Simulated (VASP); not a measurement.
Write the native input for VASP 6.6.1 that does the following.

- Task: single point
- Functional: r2SCAN
- Potentials or basis: VASP PAW PBE potentials, release 64 (Zn, S)
- Cutoff: 520 eV
- k mesh: 6 × 6 × 4
- Occupations: gaussian, width 0.02 eV
- Spin: no spin polarisation
- Dipole correction: no
- Further INCAR settings: ALGO = Normal; EDIFF = 1e-06; NBANDS = 26

Crystal: ZnS.

```
CELL_PARAMETERS angstrom
3.80652 0.00000 0.00000
-1.90326 3.29654 0.00000
0.00000 0.00000 6.24480
ATOMIC_POSITIONS crystal
Zn 0.33333 0.66667 0.00034
Zn 0.66667 0.33333 0.50034
S 0.33333 0.66667 0.37466
S 0.66667 0.33333 0.87466
```

These files were run (other wordings do the same):

POSCAR

```
ZnS
1.0
    3.8065185998      0.0000000000      0.0000000000
   -1.9032592999      3.2965418074      0.0000000000
    0.0000000000      0.0000000000      6.2448028324
Zn S
2 2
Direct
    0.3333333333      0.6666666667      0.0003440771
    0.6666666667      0.3333333333      0.5003440771
    0.3333333333      0.6666666667      0.3746559229
    0.6666666667      0.3333333333      0.8746559229
```

INCAR.step1

```
SYSTEM = ZnS
ALGO = Normal ; EDIFF = 1E-4
ENCUT = 520 ; GGA = PE
ISMEAR = 0 ; LASPH = .True.
LCHARG = .False. ; LREAL = .False.
LWAVE = .True. ; NBANDS = 26
NELM = 80 ; PREC = Accurate
SIGMA = 0.02
```

INCAR.step2

```
SYSTEM = ZnS
ALGO = Normal ; EDIFF = 1E-6
ENCUT = 520 ; ISIF = 2
ISMEAR = 0 ; ISTART = 1
LASPH = .True. ; LCHARG = .True.
LELF = .True. ; LMIXTAU = .True.
LREAL = .False. ; LVHAR = .True.
LWAVE = .False. ; METAGGA = R2SCAN
NBANDS = 26 ; NELM = 80
PREC = Accurate ; SIGMA = 0.02
```

KPOINTS

```
k-points
0
Gamma
  6 6 4
  0 0 0
```

Potentials or basis: VASP PAW PBE potentials, release 64 (Zn, S).

The run is started by

```bash
$ cat potpaw_PBE.64/Zn/POTCAR potpaw_PBE.64/S/POTCAR > POTCAR
$ cp INCAR.step1 INCAR
$ mpirun -np 1 vasp_std > vasp.out
$ cp INCAR.step2 INCAR
$ mpirun -np 1 vasp_std > vasp.out
```

It gave:

The pressure is 0.1 GPa and the band gap on the k mesh is 2.79 eV.

Caveat: the PAW data sets were made with another functional, which shifts forces and pressure a little.

It took 4.9 min on 1 thread of Intel Xeon 8259CL (shared host), peak memory 0.21 GiB.
